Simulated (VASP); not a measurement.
Here is a VASP 6.6.1 calculation.

The input INCAR:

```
PREC = Accurate
ENCUT = 520
EDIFF = 1E-7
ISMEAR = 0
SIGMA = 0.05
LREAL = False
LASPH = True
NELM = 100
ALGO = Normal
ISIF = 2
LWAVE = False
LCHARG = False
GGA = PE
NBANDS = 14
```

KPOINTS

```
regular mesh
0
Gamma
  10 10 10
```

Contents of POSCAR:

```
NaF
1.0
    0.0000000000      2.0699291914      2.9268798766
    2.0699291914      0.0000000000      2.9268798766
    2.0699291914      2.0699291914      0.0000000000
Na F
1 1
Direct
    0.0000000000      0.0000000000      0.0000000000
    0.5000000000      0.5000000000      0.5000000000
```

Potentials or basis: VASP PAW PBE potentials, release 64 (Na_pv, F).

Command:

```bash
$ cat potpaw_PBE.64/Na_pv/POTCAR potpaw_PBE.64/F/POTCAR > POTCAR
$ mpirun -np 1 vasp_std > vasp.out
```

(1) What does it give for the band gap on the k mesh?

(2) Estimate the pressure.

Answers

(1) 6.00 eV.

(2) 14.6 GPa.

Caveat: the cell stands under pressure.
